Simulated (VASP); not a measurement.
# Ge (Fm-3m) in VASP: single point with LDA

Aim: the single point of Ge with LDA.

Everything below comes from runs of VASP 6.6.1. Logs are shortened: lines on timing, memory, paths and dates and some standing lists are left out, and cuts for length are marked.

### 1 The cell of the first run

Symmetry: Fm-3m, No. 225, cubic system. The conventional cell has a = 4.197 Å, b = 4.197 Å, c = 4.197 Å, α = 90.00°, β = 90.00°, γ = 90.00°. Within 3.9 Å of Ge (site symmetry m-3m) lie 12 Ge at 2.97 Å.

### 2 Single point, LDA

Input file INCAR:

```
PREC = Accurate ; ENCUT = 520
EDIFF = 1E-6 ; ISMEAR = 0
SIGMA = 0.1 ; LREAL = F
LASPH = T ; NELM = 80
ALGO = Normal ; ISIF = 2
LWAVE = F ; LCHARG = F
NBANDS = 13
```

Input file KPOINTS:

```
Automatic mesh
0
Gamma
  8 8 8
```

Input file POSCAR:

```
Ge
1.0
    0.0000000000      2.0983605250      2.0983605250
    2.0983605250      0.0000000000      2.0983605250
    2.0983605250      2.0983605250      0.0000000000
Ge
1
Direct
    0.0000000000      0.0000000000      0.0000000000
```

Potentials or basis: VASP PAW LDA potentials, release 64 (Ge_d).

The run is started by

```console
cat potpaw_LDA.64/Ge_d/POTCAR > POTCAR
mpirun -np 1 vasp_std > vasp.out
```

OUTCAR:

```text
PREC = Accurate
   ENCUT = 520
   EDIFF = 1E-6
   ISMEAR = 0
   LREAL = F
   LASPH = T
   NELM = 80
   ISIF = 2

 ion  position               nearest neighbor table
   1  0.000  0.000  0.000-

  LATTYP: Found a face centered cubic cell.
 ALAT       =     4.1967210500

  Lattice vectors:

 A1 = (   0.0000000000,   2.0983605250,   2.0983605250)
 A2 = (   2.0983605250,   0.0000000000,   2.0983605250)
 A3 = (   2.0983605250,   2.0983605250,   0.0000000000)

Analysis of symmetry for initial positions (statically):
=====================================================================
 Subroutine PRICEL returns:
 Original cell was already a primitive cell.

 Routine SETGRP: Setting up the symmetry group for a
 face centered cubic supercell.

 Subroutine GETGRP returns: Found 48 space group operations
 (whereof 48 operations were pure point group operations)
 out of a pool of 48 trial point group operations.

The static configuration has the point symmetry O_h .

Analysis of symmetry for dynamics (positions and initial velocities):
=====================================================================
 Subroutine PRICEL returns:
 Original cell was already a primitive cell.

 Routine SETGRP: Setting up the symmetry group for a
 face centered cubic supercell.

 Subroutine GETGRP returns: Found 48 space group operations
 (whereof 48 operations were pure point group operations)
 out of a pool of 48 trial point group operations.

The dynamic configuration has the point symmetry O_h .

 Subroutine INISYM returns: Found 48 space group operations
 (whereof 48 operations are pure point group operations),
 and found     1 'primitive' translations

----------------------------------------------------------------------------------------

                                     Primitive cell

  volume of cell :      18.4787

  direct lattice vectors                    reciprocal lattice vectors
     0.000000000  2.098360525  2.098360525    -0.238281265  0.238281265  0.238281265
     2.098360525  0.000000000  2.098360525     0.238281265 -0.238281265  0.238281265
     2.098360525  2.098360525  0.000000000     0.238281265  0.238281265 -0.238281265

  length of vectors
     2.967529913  2.967529913  2.967529913     0.412715257  0.412715257  0.412715257

  position of ions in fractional coordinates (direct lattice)
     0.000000000  0.000000000  0.000000000

  ion indices of the primitive-cell ions
   primitive index   ion index
                 1           1

----------------------------------------------------------------------------------------

 KPOINTS: Automatic mesh

Automatic generation of k-mesh.
 Grid dimensions read from file:
 generate k-points for:    8    8    8

 Generating k-lattice:

  Cartesian coordinates                     Fractional coordinates (reciprocal lattice)
    -0.029785158  0.029785158  0.029785158     0.125000000  0.000000000  0.000000000
     0.029785158 -0.029785158  0.029785158     0.000000000  0.125000000  0.000000000
     0.029785158  0.029785158 -0.029785158     0.000000000  0.000000000  0.125000000

  Length of vectors
     0.051589407  0.051589407  0.051589407

  Shift w.r.t. Gamma in fractional coordinates (k-lattice)
     0.000000000  0.000000000  0.000000000

 Subroutine IBZKPT returns following result:
 ===========================================

 Found     29 irreducible k-points:

 Following reciprocal coordinates:
            Coordinates               Weight
  0.000000  0.000000  0.000000      1.000000
  0.125000  0.000000  0.000000      8.000000
  0.250000  0.000000  0.000000      8.000000
  0.375000  0.000000  0.000000      8.000000
  0.500000  0.000000  0.000000      4.000000
  0.125000  0.125000  0.000000      6.000000
[... 16 lines left out ...]
  0.500000  0.250000  0.125000     48.000000
 -0.375000  0.250000  0.125000     24.000000
 [... further k-points ...]
   k-points           NKPTS =     29   k-points in BZ     NKDIM =     29   number of bands    NBANDS=     13
   number of dos      NEDOS =    301   number of ions     NIONS =      1
   total plane-waves  NPLWV =  13824
   dimension x,y,z NGX =    24 NGY =   24 NGZ =   24
   dimension x,y,z NGXF=    48 NGYF=   48 NGZF=   48
   ions per type =               1
   NGX,Y,Z   is equivalent  to a cutoff of  13.45, 13.45, 13.45 a.u.
   NGXF,Y,Z  is equivalent  to a cutoff of  26.89, 26.89, 26.89 a.u.
 SYSTEM =  unknown system
   PREC   = accura    normal or accurate (medium, high low for compatibility)
   ISTART =      0    job   : 0-new  1-cont  2-samecut
   ICHARG =      2    charge: 1-file 2-atom 10-const
   ISPIN  =      1    spin polarized calculation?
   LNONCOLLINEAR =      F non collinear calculations
   LSORBIT =      F    spin-orbit coupling
   LASPH  =      T    aspherical Exc in radial PAW
   ENCUT  =  520.0 eV  38.22 Ry    6.18 a.u.   5.52  5.52  5.52*2*pi/ulx,y,z
   NELM   =     80;   NELMIN=  2; NELMDL= -5     # of ELM steps
   EDIFF  = 0.1E-05   stopping-criterion for ELM
   LREAL  =      F    real-space projection
   EDIFFG = 0.1E-04   stopping-criterion for IOM
   NSW    =      0    number of steps for IOM
   IBRION =     -1    ionic relax: 0-MD 1-quasi-New 2-CG
   NFREE  =      0    steps in history (QN), initial steepest desc. (CG)
   ISIF   =      2    stress and relaxation
   ISYM   =      2    0-nonsym 1-usesym 2-fastsym
   POTIM  = 0.5000    time-step for ionic-motion
   TEBEG  =    0.0;   TEEND  =   0.0 temperature during run
   PSTRESS=    0.0 pullay stress
   NELECT =      14.0000    total number of electrons
   NUPDOWN=      -1.0000    fix difference up-down
   EMIN   =  10.00;   EMAX   =-10.00  energy-range for DOS
   EFERMI =   0.00;   METHOD = LEGACY
   ISMEAR =     0;   SIGMA  =   0.10  broadening in eV -4-tet -1-fermi 0-gaus
   EFERMI_NEDOS =   21; number of points for ismear=-14 and -15
   IALGO  =     38    algorithm
   IMIX   =      4    mixing-type and parameters
     AMIX     =   0.40;   BMIX     =  1.00
     AMIX_MAG =   1.60;   BMIX_MAG =  1.00
  volume/ion in A,a.u.               =      18.48       124.70
  Fermi-wavevector in a.u.,A,eV,Ry     =   1.492430  2.820284 30.304914  2.227348
  Thomas-Fermi vector in A             =   2.604959
   LORBIT       =      0    0 simple, 1 ext, 2 COOP (PROOUT), +10 PAW based schemes
   GGA     = CA    functional components
   LHFCALC =     F    Hartree Fock is set to
   AEXX    =    0.0000 exact exchange contribution
   IVDW    =     0    specifies the selected vdW correction
   LEPSILON=     F    determine dielectric tensor
   LRPA    =     F    only Hartree local field effects (RPA)
 non-spin polarized calculation
 Gauss-broadening in eV      SIGMA  =   0.10
  energy-cutoff  :      520.00
  volume of cell :       18.48
 maximum number of plane-waves:       531
 NGX is ok and might be reduce to    24
   NGX = 11   NGY = 11   NGZ = 11

 number of electron      13.9999991 magnetization

 Free energy of the ion-electron system (eV)
  ---------------------------------------------------
  ext. energy  EPLUGINS =         0.00000000
  ---------------------------------------------------
  free energy    TOTEN  =        -4.89096965 eV

  energy without entropy =       -4.88514410  energy(sigma->0) =       -4.88805687

 E-fermi :   6.8321     XC(G=0): -11.6805

 val. band max:        6.8103711676   @ k =  -0.3750   0.2500   0.0000
 cond. band min:       7.1882965705   @ k =  -0.3750   0.5000   0.1250
 fundamental gap:      0.3779254029
 Fermi energy:         6.8320737451

 k-point     1 :       0.0000    0.0000    0.0000
  band No.  band energies     occupation
      1     -18.0551      2.00000
      2     -18.0551      2.00000
      3     -18.0551      2.00000
      4     -18.0017      2.00000
      5     -18.0017      2.00000
      6      -6.6014      2.00000
      7      15.8098      0.00000
      8      15.8098      0.00000
      9      15.8098      0.00000
     10      21.0314      0.00000
     11      21.0314      0.00000
     12      21.0314      0.00000
     13      22.0665      0.00000

 k-point     2 :       0.1250    0.0000    0.0000
  band No.  band energies     occupation
      1     -18.0549      2.00000
      2     -18.0474      2.00000
      3     -18.0474      2.00000
      4     -18.0014      2.00000
      5     -18.0014      2.00000
      6      -6.2059      2.00000
      7      12.6833      0.00000
      8      15.2814      0.00000
      9      15.2814      0.00000
     10      19.7675      0.00000
     11      21.9457      0.00000
     12      21.9457      0.00000
     13      24.7953      0.00000

 k-point     3 :       0.2500    0.0000    0.0000
  band No.  band energies     occupation
      1     -18.0556      2.00000
      2     -18.0412      2.00000
      3     -18.0412      2.00000
      4     -17.9881      2.00000
      5     -17.9881      2.00000
      6      -5.0223      2.00000
      7       7.9725      0.00000
      8      14.4423      0.00000
      9      14.4423      0.00000
     10      19.1525      0.00000
     11      21.6488      0.00000
     12      21.6488      0.00000
     13      23.4594      0.00000
[... 305 lines left out ...]
 k-point    23 :       0.5000    0.2500    0.1250
  band No.  band energies     occupation
      1     -18.0580      2.00000
      2     -18.0446      2.00000
      3     -18.0130      2.00000
      4     -17.9829      2.00000
      5     -17.9595      2.00000
      6      -2.0667      2.00000
      7       4.7266      2.00000
      8       8.6050      0.00000
      9      11.2567      0.00000
     10      18.0867      0.00000
     11      20.6881      0.00000
     12      22.9205      0.00000
     13      26.8149      0.00000

 k-point    24 :      -0.3750    0.2500    0.1250
  band No.  band energies     occupation
      1     -18.0552      2.00000
      2     -18.0449      2.00000
      3     -18.0075      2.00000
      4     -17.9850      2.00000
      5     -17.9537      2.00000
      6      -0.2642      2.00000
      7       2.1963      2.00000
      8       8.6331      0.00000
      9      10.4974      0.00000
     10      18.0082      0.00000
     11      20.3715      0.00000
     12      25.7838      0.00000
     13      26.8117      0.00000

 [... further k-points ...]
[... 5 lines left out ...]
  --------------------------------------------------------------------------------------
  -------------------------------------------------------------------------------------
  Total       -0.0981935     -0.0981935     -0.0981935     -0.0000000     -0.0000000      0.0000000
  in kB       -8.5137941     -8.5137941     -8.5137941     -0.0000000     -0.0000000      0.0000000
  external PRESSURE =      -8.5137941 kB  Pullay stress =       0.0000000 kB

 VOLUME and BASIS-vectors are now :
 -----------------------------------------------------------------------------
  energy-cutoff  :      520.00
  volume of cell :       18.48
      direct lattice vectors                 reciprocal lattice vectors
     0.000000000  2.098360525  2.098360525    -0.238281265  0.238281265  0.238281265
     2.098360525  0.000000000  2.098360525     0.238281265 -0.238281265  0.238281265
     2.098360525  2.098360525  0.000000000     0.238281265  0.238281265 -0.238281265

 POSITION                                       TOTAL-FORCE (eV/Angst)
 -----------------------------------------------------------------------------------
      0.00000      0.00000      0.00000         0.000000      0.000000      0.000000
 -----------------------------------------------------------------------------------
    total drift:                               -0.000000     -0.000000     -0.000000

  FREE ENERGIE OF THE ION-ELECTRON SYSTEM (eV)
  ---------------------------------------------------
  free  energy   TOTEN  =        -4.8909696496 eV

  energy  without entropy=       -4.8851440958  energy(sigma->0) =       -4.88805687
```

Run time: 6.9 s. Hardware: 1 thread of Intel Xeon 8259CL, shared host; peak memory 0.13 GiB.

Results:

- Free energy: -4.8910 eV
- Pressure: -0.9 GPa
- Band gap on the k mesh: zero (band 7 reaches 15.81 eV, above the bottom of band 8 at 4.61 eV)
